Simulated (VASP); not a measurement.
A run of VASP 6.6.1 is set up as follows.

INCAR

```
PREC = Accurate ; ENCUT = 600
EDIFF = 1E-6 ; ISMEAR = -1
SIGMA = 0.01 ; LREAL = False
LASPH = True ; NELM = 120
ALGO = Normal ; ISIF = 2
LWAVE = False ; LCHARG = False
GGA = PS ; NBANDS = 11
GGA_COMPAT = False
```

File KPOINTS:

```
Automatic mesh
0
Gamma
  1 1 1
```

File POSCAR:

```
BN
1.0
    0.0000000000      3.4953158300      2.1660912400
    1.2516321000      0.0000000000      2.1660912400
    1.2516321000      3.4953158300      0.0000000000
B N
1 1
Direct
    0.0000486498      0.0000486498      0.9999513502
    0.6666513411      0.6666513411      0.3333486589
```

Potentials or basis: VASP PAW PBE potentials, release 64 (B, N).

The run is started by

```console
$ cat potpaw_PBE.64/B/POTCAR potpaw_PBE.64/N/POTCAR > POTCAR
$ mpirun -np 1 vasp_gam > vasp.out
```

Q: What does it give for the band gap on the k mesh?

A: 5.05 eV.

Q: Predict the pressure.

A: 37.1 GPa.

Stress tensor (GPa, compression positive):
```
17.49  0.00  0.00
 0.00 73.97  0.00
 0.00  0.00 19.84
```

Caveat: the k points lie up to 3.04 Å⁻¹ apart; the PAW data sets were made with another functional, which shifts forces and pressure a little. PBEsol gaps usually lie below the measured ones, often by a third to a half.
